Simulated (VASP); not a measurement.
Wanted: the native input for a VASP 6.6.1 run.

```yaml
Task: single point
Functional: LDA
Potentials_or_basis: VASP PAW LDA potentials, release 64 (Al)
Cutoff: 520 eV
k_mesh: 18 × 18 × 10
Occupations: gaussian, width 0.15 eV
Spin: no spin polarisation
Dipole_correction: no
Further_INCAR_settings: ALGO = Fast; EDIFF = 1e-07; NBANDS = 10
```

The structure of Al lies in POSCAR:

```
Al
1.0
    2.8235000000      0.0000000000      0.0000000000
   -1.4117500000      2.4452227276      0.0000000000
    0.0000000000      0.0000000000      4.7448000000
Al
2
Direct
    0.6666666667      0.3333333333      0.7500000000
    0.3333333333      0.6666666667      0.2500000000
```

This isn't the form of Al at room conditions, which is fcc.

These files were run (other wordings do the same):

INCAR

```
SYSTEM = Al
PREC = Accurate
ENCUT = 520
EDIFF = 1E-7
ISMEAR = 0
SIGMA = 0.15
LREAL = .False.
LASPH = .True.
NELM = 100
ALGO = Fast
ISIF = 2
LWAVE = .False.
LCHARG = .False.
GGA = CA
NBANDS = 10
```

KPOINTS

```
Automatic mesh
0
Gamma
  18 18 10
  0 0 0
```

Potentials or basis: VASP PAW LDA potentials, release 64 (Al).

Run with:

```bash
$ cat potpaw_LDA.64/Al/POTCAR > POTCAR
$ mpirun -np 1 vasp_std > vasp.out
```

Results of the run:

```json
{"Pressure": "-2.0 GPa", "Band gap on the k mesh": "zero (bands 3 and 4 overlap by 7.06 eV)"}
```

Wall time 26 s on 1 thread of AMD EPYC 9R45 96-Core Processor (Zen 5) (shared host), peak memory 0.14 GiB.
